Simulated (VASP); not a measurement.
La, 2 atoms in the cell. Symmetry: P6_3/mmc, No. 194, hexagonal system. The conventional cell has a = 3.579 Å, b = 3.579 Å, c = 5.914 Å, α = 90.00°, β = 90.00°, γ = 120.00°. Within 4.7 Å of La (site symmetry -6m2) lie 12 La at 3.58 to 3.61 Å. 

```yaml
Program: VASP 6.6.1
Task: single point
Functional: LDA
Potentials_or_basis: VASP PAW LDA potentials, release 64 (La)
Cutoff: 520 eV
k_mesh: 10 × 10 × 5
Occupations: fermi-dirac, width 0.1 eV
Spin: no spin polarisation
Dipole_correction: no
Further_INCAR_settings: ALGO = Normal; EDIFF = 1e-06; NBANDS = 18
```

Potentials or basis: VASP PAW LDA potentials, release 64 (La).

The run is started by

```sh
$ cat potpaw_LDA.64/La/POTCAR > POTCAR
$ mpirun -np 1 vasp_std > vasp.out
```

Hardware: 1 thread of Intel(R) Xeon(R) Platinum 8488C (Sapphire Rapids), with other jobs on the host.

Estimate the wall time of this run.

It took 36 s on 1 thread of Intel(R) Xeon(R) Platinum 8488C (Sapphire Rapids), with other jobs on the host, peak memory 0.19 GiB. Counts: scf iterations 12, k points 42.
